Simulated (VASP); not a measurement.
Write the native input for VASP 6.6.1 that does the following.

* Task: single point
* Functional: PBE
* Dispersion: D3(BJ)
* Potentials or basis: VASP PAW PBE potentials, release 64 (W_sv, S)
* Cutoff: 520 eV
* k mesh: 10 × 10 × 3
* Occupations: fermi-dirac, width 0.05 eV
* Spin: no spin polarisation
* Dipole correction: no
* Further INCAR settings: ALGO = Normal; EDIFF = 1e-07; NBANDS = 35

The structure of WS2 lies in POSCAR:

```
WS2
1.0
    3.1538121042      0.0000000000      0.0000000000
   -1.5769060521      2.7312814010      0.0000000000
    0.0000000000      0.0000000000     12.1432617094
W S
2 4
Direct
    0.6666666667      0.3333333333      0.7500000000
    0.3333333333      0.6666666667      0.2500000000
    0.6666666667      0.3333333333      0.3796920482
    0.3333333333      0.6666666667      0.8796920482
    0.6666666667      0.3333333333      0.1203079518
    0.3333333333      0.6666666667      0.6203079518
```

These files were run (other wordings do the same):

INCAR

```
PREC = Accurate ; ENCUT = 520
EDIFF = 1E-7 ; ISMEAR = -1
SIGMA = 0.05 ; LREAL = F
LASPH = T ; NELM = 100
ALGO = Normal ; ISIF = 2
LWAVE = F ; LCHARG = T
GGA = PE ; IVDW = 12
LELF = T ; LVHAR = T
NBANDS = 35
```

KPOINTS

```
regular mesh
0
Gamma
  10 10 3
```

Potentials or basis: VASP PAW PBE potentials, release 64 (W_sv, S).

The run is started by

```bash
$ cat potpaw_PBE.64/W_sv/POTCAR potpaw_PBE.64/S/POTCAR > POTCAR
$ mpirun -np 1 vasp_std > vasp.out
```

Results of the run:

```json
{
 "Pressure": "0.0 GPa",
 "Band gap on the k mesh": "0.98 eV (least direct gap 2.15 eV)",
 "Dispersion energy per atom": "-0.435 eV"
}
```

Caveat: spin-orbit coupling is left out, which moves the levels of the heavy elements; an odd mesh through Γ misses points on the zone boundary, where band edges can lie.

Run time: 100 s on 1 thread of Intel(R) Xeon(R) Platinum 8259CL CPU @ 2.50GHz (Skylake/Cascade Lake), with other jobs on the host, peak memory 0.26 GiB.
